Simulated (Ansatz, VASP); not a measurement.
# ZrBeF4 in VASP and in Ansatz

```
Zr Be F
1.0
     0.00000    3.40209    3.40209
     3.40209    0.00000    3.40209
     3.40209    3.40209    0.00000
Zr Be F
1 1 4
Direct
  0.00000 0.00000 0.00000
  0.75000 0.75000 0.75000
  0.87500 0.37500 0.37500
  0.37500 0.37500 0.37500
  0.37500 0.87500 0.37500
  0.37500 0.37500 0.87500
```

Change from the starting cell: species swapped into the CaSmAl4 type (F-43m, No. 216).

Alike in both runs: task relaxation of cell and atoms; functional PBE; k mesh 4 × 4 × 4; occupations gaussian, width 0.1 eV; no spin polarisation.

|  | VASP | Ansatz |
| --- | --- | --- |
| version | VASP 6.6.1 | Ansatz 0.2.0 |
| potentials or method | VASP PAW PBE potentials, release 64 (Zr_sv, Be, F), cutoff 600 eV | scalar-relativistic, plane waves, PAW |
| valence electrons in the cell | 42 | 42 |

VASP gave:

| Quantity | Value |
| --- | --- |
| gap on the k mesh at the Fermi level, each at its own relaxed structure (eV) | 0.23 |
| relaxed volume (Å³/atom) | 10.88 |
| relaxed cell length with the largest relative difference (Å) | 4.519 |

Estimate Ansatz's values.

gap on the k mesh at the Fermi level, each at its own relaxed structure (eV): 0.24; relaxed volume (Å³/atom): 10.93; relaxed cell length with the largest relative difference (Å): 4.526.

Noted on VASP's run: the volume moved by over 15 % at a fixed basis, so the end points are rough.
